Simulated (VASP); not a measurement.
Runs of VASP 6.6.1 on Au. The structure is that of space group P6_3/mmc (No. 194), or close to it. The cells are those of the table. 

```csv
task,cell,k mesh,cutoff (eV),gap on the mesh (eV),pressure (GPa),relaxed volume (Å³/atom)
single point,"a = 2.866, b = 2.866, c = 4.787 Å, angles 90.0, 90.0, 120.0°, 2 atoms",18 × 18 × 10,520,none,(a),-
single point,"a = 2.874, b = 2.874, c = 4.762 Å, angles 90.0, 90.0, 120.0°, 2 atoms",12 × 12 × 4,520,none,-0.4,-
single point,"a = 2.745, b = 2.745, c = 4.491 Å, angles 90.0, 90.0, 120.0°, 2 atoms",6 × 6 × 4,520,none,40.3,-
relaxation of cell and atoms,"relaxed from a = 2.874, b = 2.874, c = 4.762 Å, angles 90.0, 90.0, 120.0°, 2 atoms",18 × 18 × 10,600,none,0.0,17.00
relaxation of cell and atoms,"relaxed from a = 2.745, b = 2.745, c = 4.491 Å, angles 90.0, 90.0, 120.0°, 2 atoms",12 × 12 × 4,600,none,0.0,17.00
```

Alike in all rows: level PBEsol; potentials or basis VASP PAW PBE potentials, release 64 (Au); no spin polarisation; smearing gaussian 0.1 eV.

Q: Estimate the missing entries.

A: (a) -0.2.

Caveats: some runs use coarse meshes; the PAW data sets were made with another functional, which shifts forces and pressure a little; spin-orbit coupling is left out, which moves the levels of the heavy elements; the volume moved by over 15 % at a fixed basis, so the end points are rough (some runs).

A k mesh can miss the band edges, and the runs leave out spin-orbit coupling on Au.

A gap of «none» marks levels without a gap at the run's occupations.
